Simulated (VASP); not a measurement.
# Si3Ge (P-6m2) in VASP: a series of runs, part 2 of 3

VASP 6.6.1.

## (3) Single point, PBE

This run uses another cell than the first one, of 17.25 Å³/atom.

INCAR

```
SYSTEM = Si3Ge
PREC     = Accurate       ! precision mode
ENCUT    = 520            ! plane-wave cutoff, eV
EDIFF    = 1E-6           ! SCF threshold, eV
ISMEAR   = 0              ! smearing method
SIGMA    = 0.1            ! smearing width, eV
LREAL    = .FALSE.        ! projectors in reciprocal space
LASPH    = .TRUE.         ! aspherical terms in the spheres
NELM     = 60             ! most SCF steps
ALGO     = Normal         ! electronic algorithm
ISIF     = 2              ! what is computed and relaxed
LWAVE    = .FALSE.        ! write WAVECAR
LCHARG   = .FALSE.        ! write CHGCAR
GGA      = PE             ! functional
NBANDS   = 21             ! bands
```

KPOINTS

```
regular mesh
0
G
  6 6 4
  0 0 0
```

POSCAR

```
Si3Ge
1.0
    3.6326100659      0.0000000000      0.0000000000
   -1.8163050329      3.1459325991      0.0000000000
    0.0000000000      0.0000000000      6.0373573376
Si Ge
3 1
Direct
    0.0000000000      0.0000000000      0.7660430102
    0.3333333333      0.6666666667      0.0000000000
    0.0000000000      0.0000000000      0.2339569898
    0.6666666667      0.3333333333      0.5000000000
```

Potentials or basis: VASP PAW PBE potentials, release 64 (Si, Ge_d).

Run with:

```bash
> cat potpaw_PBE.64/Si/POTCAR potpaw_PBE.64/Ge_d/POTCAR > POTCAR
> mpirun -np 1 vasp_std > vasp.out
```

OUTCAR:

```text
SYSTEM = Si3Ge
   PREC = Accurate
   ENCUT = 520
   EDIFF = 1E-6
   ISMEAR = 0
   LREAL = .FALSE.
   LASPH = .TRUE.
   NELM = 60
   ISIF = 2
   GGA = PE

 ion  position               nearest neighbor table
   1  0.000  0.000  0.766-   2 2.53   2 2.53   2 2.53   4 2.64   4 2.64   4 2.64   3 2.82
   2  0.333  0.667  0.000-   1 2.53   3 2.53   1 2.53   3 2.53   1 2.53   3 2.53
   3  0.000  0.000  0.234-   2 2.53   2 2.53   2 2.53   4 2.64   4 2.64   4 2.64   1 2.82
   4  0.667  0.333  0.500-   1 2.64   3 2.64   1 2.64   3 2.64   1 2.64   3 2.64

  LATTYP: Found a hexagonal cell.
 ALAT       =     3.6326100659
 C/A-ratio  =     1.6619888257

  Lattice vectors:

 A1 = (   3.6326100659,   0.0000000000,   0.0000000000)
 A2 = (  -1.8163050329,   3.1459325991,   0.0000000000)
 A3 = (   0.0000000000,   0.0000000000,   6.0373573376)

Analysis of symmetry for initial positions (statically):
=====================================================================
 Subroutine PRICEL returns:
 Original cell was already a primitive cell.

 Routine SETGRP: Setting up the symmetry group for a
 hexagonal supercell.

 Subroutine GETGRP returns: Found 12 space group operations
 (whereof 12 operations were pure point group operations)
 out of a pool of 24 trial point group operations.

The static configuration has the point symmetry D_3h.

Analysis of symmetry for dynamics (positions and initial velocities):
=====================================================================
 Subroutine PRICEL returns:
 Original cell was already a primitive cell.

 Routine SETGRP: Setting up the symmetry group for a
 hexagonal supercell.

 Subroutine GETGRP returns: Found 12 space group operations
 (whereof 12 operations were pure point group operations)
 out of a pool of 24 trial point group operations.

The dynamic configuration has the point symmetry D_3h.

 Subroutine INISYM returns: Found 12 space group operations
 (whereof 12 operations are pure point group operations),
 and found     1 'primitive' translations

----------------------------------------------------------------------------------------

                                     Primitive cell

  volume of cell :      68.9946

  direct lattice vectors                    reciprocal lattice vectors
     3.632610066  0.000000000  0.000000000     0.275284157  0.158935382  0.000000000
    -1.816305033  3.145932599  0.000000000     0.000000000  0.317870764  0.000000000
     0.000000000  0.000000000  6.037357338     0.000000000  0.000000000  0.165635384

  length of vectors
     3.632610066  3.632610066  6.037357338     0.317870764  0.317870764  0.165635384

  position of ions in fractional coordinates (direct lattice)
     0.000000000  0.000000000  0.766043010
     0.333333333  0.666666667  0.000000000
     0.000000000  0.000000000  0.233956990
     0.666666667  0.333333333  0.500000000

  ion indices of the primitive-cell ions
   primitive index   ion index
                 1           1
                 2           2
                 3           3
                 4           4

----------------------------------------------------------------------------------------

 KPOINTS: regular mesh

Automatic generation of k-mesh.
 Grid dimensions read from file:
 generate k-points for:    6    6    4

 Generating k-lattice:

  Cartesian coordinates                     Fractional coordinates (reciprocal lattice)
     0.045880693  0.026489230  0.000000000     0.166666667 -0.000000000  0.000000000
     0.000000000  0.052978461  0.000000000     0.000000000  0.166666667  0.000000000
     0.000000000  0.000000000  0.041408846     0.000000000  0.000000000  0.250000000

  Length of vectors
     0.052978461  0.052978461  0.041408846

  Shift w.r.t. Gamma in fractional coordinates (k-lattice)
     0.000000000  0.000000000  0.000000000

 Subroutine IBZKPT returns following result:
 ===========================================

 Found     21 irreducible k-points:

 Following reciprocal coordinates:
            Coordinates               Weight
  0.000000  0.000000  0.000000      1.000000
  0.166667  0.000000  0.000000      6.000000
  0.333333  0.000000  0.000000      6.000000
  0.500000  0.000000  0.000000      3.000000
  0.166667  0.166667  0.000000      6.000000
  0.333333  0.166667  0.000000     12.000000
[... 13 lines left out ...]
  0.333333  0.166667  0.500000     12.000000
  0.333333  0.333333  0.500000      2.000000
   k-points           NKPTS =     21   k-points in BZ     NKDIM =     21   number of bands    NBANDS=     21
   number of dos      NEDOS =    301   number of ions     NIONS =      4
   total plane-waves  NPLWV =  37632
   dimension x,y,z NGX =    28 NGY =   28 NGZ =   48
   dimension x,y,z NGXF=    56 NGYF=   56 NGZF=   96
   ions per type =               3   1
   NGX,Y,Z   is equivalent  to a cutoff of  12.81, 12.81, 13.22 a.u.
   NGXF,Y,Z  is equivalent  to a cutoff of  25.63, 25.63, 26.43 a.u.
 SYSTEM =  Si3Ge
   PREC   = accura    normal or accurate (medium, high low for compatibility)
   ISTART =      0    job   : 0-new  1-cont  2-samecut
   ICHARG =      2    charge: 1-file 2-atom 10-const
   ISPIN  =      1    spin polarized calculation?
   LNONCOLLINEAR =      F non collinear calculations
   LSORBIT =      F    spin-orbit coupling
   LASPH  =      T    aspherical Exc in radial PAW
   ENCUT  =  520.0 eV  38.22 Ry    6.18 a.u.   6.75  6.75 11.23*2*pi/ulx,y,z
   NELM   =     60;   NELMIN=  2; NELMDL= -5     # of ELM steps
   EDIFF  = 0.1E-05   stopping-criterion for ELM
   LREAL  =      F    real-space projection
   EDIFFG = 0.1E-04   stopping-criterion for IOM
   NSW    =      0    number of steps for IOM
   IBRION =     -1    ionic relax: 0-MD 1-quasi-New 2-CG
   NFREE  =      0    steps in history (QN), initial steepest desc. (CG)
   ISIF   =      2    stress and relaxation
   ISYM   =      2    0-nonsym 1-usesym 2-fastsym
   POTIM  = 0.5000    time-step for ionic-motion
   TEBEG  =    0.0;   TEEND  =   0.0 temperature during run
   PSTRESS=    0.0 pullay stress
   NELECT =      26.0000    total number of electrons
   NUPDOWN=      -1.0000    fix difference up-down
   EMIN   =  10.00;   EMAX   =-10.00  energy-range for DOS
   EFERMI =   0.00;   METHOD = LEGACY
   ISMEAR =     0;   SIGMA  =   0.10  broadening in eV -4-tet -1-fermi 0-gaus
   EFERMI_NEDOS =   21; number of points for ismear=-14 and -15
   IALGO  =     38    algorithm
   IMIX   =      4    mixing-type and parameters
     AMIX     =   0.40;   BMIX     =  1.00
     AMIX_MAG =   1.60;   BMIX_MAG =  1.00
  volume/ion in A,a.u.               =      17.25       116.40
  Fermi-wavevector in a.u.,A,eV,Ry     =   1.182481  2.234566 19.024507  1.398262
  Thomas-Fermi vector in A             =   2.318734
   LORBIT       =      0    0 simple, 1 ext, 2 COOP (PROOUT), +10 PAW based schemes
   GGA     = PE    functional components
   LHFCALC =     F    Hartree Fock is set to
   AEXX    =    0.0000 exact exchange contribution
   IVDW    =     0    specifies the selected vdW correction
   LEPSILON=     F    determine dielectric tensor
   LRPA    =     F    only Hartree local field effects (RPA)
 non-spin polarized calculation
 Gauss-broadening in eV      SIGMA  =   0.10
  energy-cutoff  :      520.00
  volume of cell :       68.99
 maximum number of plane-waves:      1874
 NGX is ok and might be reduce to    28
   NGX = 13   NGY = 13   NGZ = 23

 number of electron      26.0000000 magnetization

 Free energy of the ion-electron system (eV)
  ---------------------------------------------------
  ext. energy  EPLUGINS =         0.00000000
  ---------------------------------------------------
  free energy    TOTEN  =       -19.43732021 eV

  energy without entropy =      -19.43531547  energy(sigma->0) =      -19.43631784

 E-fermi :   7.7395     XC(G=0): -10.6441

 val. band max:        7.6139501454   @ k =   0.1667   0.1667   0.2500
 cond. band min:       7.8587411542   @ k =   0.3333   0.0000   0.5000
 fundamental gap:      0.2447910088
 Fermi energy:         7.7394973975

 k-point     1 :       0.0000    0.0000    0.0000
  band No.  band energies     occupation
      1     -16.8489      2.00000
      2     -16.8489      2.00000
      3     -16.8460      2.00000
      4     -16.8422      2.00000
      5     -16.8422      2.00000
      6      -5.5717      2.00000
[... 478 lines left out ...]
      5     -16.8320      2.00000
      6      -1.0099      2.00000
[... 13 lines left out ...]
     20      15.3567      0.00000
     21      15.6224      0.00000

------------------------ aborting loop because EDIFF is reached ----------------------------------------

  FORCE on cell =-STRESS in cart. coord.  units (eV):
  Direction    XX          YY          ZZ          XY          YZ          ZX
  --------------------------------------------------------------------------------------
  -------------------------------------------------------------------------------------
  Total       -0.0876840     -0.0876840      0.0394845     -0.0000000      0.0000000      0.0000000
  in kB       -2.0361780     -2.0361780      0.9169013     -0.0000000      0.0000000      0.0000000
  external PRESSURE =      -1.0518182 kB  Pullay stress =       0.0000000 kB

 VOLUME and BASIS-vectors are now :
 -----------------------------------------------------------------------------
  energy-cutoff  :      520.00
  volume of cell :       68.99
      direct lattice vectors                 reciprocal lattice vectors
     3.632610066  0.000000000  0.000000000     0.275284157  0.158935382  0.000000000
    -1.816305033  3.145932599  0.000000000     0.000000000  0.317870764  0.000000000
     0.000000000  0.000000000  6.037357338     0.000000000  0.000000000  0.165635384

 POSITION                                       TOTAL-FORCE (eV/Angst)
 -----------------------------------------------------------------------------------
      0.00000      0.00000      4.62488         0.000000      0.000000      0.040962
     -0.00000      2.09729      0.00000        -0.000000      0.000000      0.000000
      0.00000      0.00000      1.41248        -0.000000     -0.000000     -0.040962
      1.81631      1.04864      3.01868        -0.000000      0.000000      0.000000
 -----------------------------------------------------------------------------------
    total drift:                               -0.000002      0.000001      0.000000

  FREE ENERGIE OF THE ION-ELECTRON SYSTEM (eV)
  ---------------------------------------------------
  free  energy   TOTEN  =       -19.4373202083 eV

  energy  without entropy=      -19.4353154748  energy(sigma->0) =      -19.43631784
```

Wall time 41 s (1 thread of Intel Xeon 8259CL, shared host); peak memory 0.19 GiB.

Results:

* Free energy: -19.4373 eV
* Pressure: -0.1 GPa
* Largest force: 0.041 eV/Å
* Band gap on the k mesh: zero (bands 13 and 14 overlap by 3.97 eV)

Forces on the atoms (eV/Å):
```
Si   0.000  0.000  0.041
Si   0.000  0.000  0.000
Si   0.000  0.000 -0.041
Ge   0.000  0.000  0.000
```

Levels at points of the mesh, in eV from the Fermi level:
| k point | band 11 | band 12 | band 13 | band 14 | band 15 | band 16 |
| --- | --- | --- | --- | --- | --- | --- |
| (0.00, 0.00, 0.00) | 0.58 | 0.95 | 0.95 | 1.24 | 2.64 | 2.77 |
| (0.50, 0.00, 0.00) | -4.77 | -3.00 | 0.43 | 0.75 | 0.96 | 1.55 |
| (0.00, 0.00, 0.50) | -0.38 | 0.64 | 0.64 | 2.06 | 2.49 | 2.88 |
| (0.50, 0.00, 0.50) | -1.83 | -1.77 | -1.64 | -1.21 | -1.07 | 1.86 |

## (4) Relaxation of cell and atoms, PBE

This run uses another cell than the first one, of 20.13 Å³/atom.

INCAR

```
SYSTEM = Si3Ge
PREC = Accurate ; ENCUT = 600
EDIFF = 1E-6 ; ISMEAR = 0
SIGMA = 0.1 ; LREAL = .False.
LASPH = .True. ; NELM = 80
ALGO = Normal ; ISIF = 3
LWAVE = .False. ; LCHARG = .False.
GGA = PE ; IBRION = 2
NSW = 90 ; EDIFFG = -0.04
```

KPOINTS

```
regular mesh
0
Gamma
  6 6 2
  0 0 0
```

POSCAR

```
Si3Ge
1.0
    3.4831843500      0.0000000000      0.0000000000
   -1.7415921800      3.0165261300      0.0000000000
    0.0000000000      0.0000000000      7.6630055700
Si Ge
3 1
Direct
    0.0000000000      0.0000000000      0.7500000000
    0.3333333300      0.6666666700      0.0000000000
    0.0000000000      0.0000000000      0.2500000000
    0.6666666700      0.3333333300      0.5000000000
```

Run with:

```bash
> cat potpaw_PBE.64/Si/POTCAR potpaw_PBE.64/Ge_d/POTCAR > POTCAR
> mpirun -np 1 vasp_std > vasp.out
```

Wall time 5.1 min (1 thread of Intel Xeon 8259CL, shared host); peak memory 0.23 GiB.

The run converged. Its results:

```yaml
Free_energy: -19.6007 eV
Relaxed_volume: 17.15 Å³/atom
Relaxed_cell: a = 3.647 Å, b = 3.647 Å, c = 5.955 Å, α = 90.00°, β = 90.00°, γ = 120.00°
Space_group_after_relaxing_to_0.1_Å: P-6m2 (No. 187)
Energy_gained_by_relaxing: 341.6 meV/atom
Ionic_steps: 13
Pressure_after_relaxing: 0.1 GPa
Largest_force_after_relaxing: 0.023 eV/Å
Band_gap_on_the_k_mesh: zero (bands 13 and 14 overlap by 4.14 eV)
```

Forces on the atoms (eV/Å):
```
Si   0.000  0.000 -0.023
Si   0.000  0.000  0.000
Si   0.000  0.000  0.023
Ge   0.000  0.000  0.000
```

Stress tensor (GPa, compression positive):
```
0.03 0.00 0.00
0.00 0.03 0.00
0.00 0.00 0.15
```

Step by step:
```tsv
step	energy change (eV)	largest force (eV/Å)	pressure (GPa)	volume (Å³)
1	0.0000	0.6970	-10.10	80.52
2	-0.6684	0.8766	0.81	66.55
3	-0.6766	0.7973	2.06	65.40
4	-0.8761	0.2958	3.28	65.38
5	-1.1410	1.1903	7.93	64.42
6	-1.1837	0.2316	6.06	64.95
7	-1.1963	0.6123	6.64	64.80
8	-1.2988	0.7658	1.39	68.28
9	-1.2989	0.7662	1.42	68.22
10	-1.3318	0.5702	0.32	68.82
11	-1.3491	0.2681	-1.02	69.60
12	-1.3626	0.1449	-0.50	69.05
13	-1.3664	0.0228	0.07	68.59
```

Final structure:
```yaml
crystal:
  lattice:
    - [3.64682, 0.00000, 0.00000]
    - [-1.82341, 3.15824, 0.00000]
    - [0.00000, 0.00000, 5.95524]
  atoms:
    - { symbol: Si, position: [0.00000, 0.00000, 0.76432] }
    - { symbol: Si, position: [0.33333, 0.66667, 0.00000] }
    - { symbol: Si, position: [0.00000, 0.00000, 0.23568] }
    - { symbol: Ge, position: [0.66667, 0.33333, 0.50000] }
```

Levels at points of the mesh, in eV from the Fermi level:
```
           k point  band 9  band 10  band 11  band 12  band 13  band 14  band 15  band 16  band 17
(0.00, 0.00, 0.00)   -0.67    -0.67     0.92     0.92     0.96     1.28     2.73     2.86     2.86
(0.50, 0.00, 0.00)   -6.02    -5.48    -4.64    -2.99     0.47     0.83     1.07     1.68     4.37
(0.00, 0.00, 0.50)   -4.21    -0.35    -0.35     0.61     0.61     2.03     2.44     2.91     2.91
(0.50, 0.00, 0.50)   -7.74    -2.30    -1.68    -1.64    -1.59    -0.94    -0.86     2.03     2.82
```

Caveat: the k points lie up to 0.53 Å⁻¹ apart in the final cell, too coarse for converged energies and pressures of a metal; a cell axis changed by over 15 % at a fixed basis, so the end point is rough.

(Part 2 of 3 ends here.)

The gap in the log of VASP goes by the Fermi energy; the results here count the filled bands.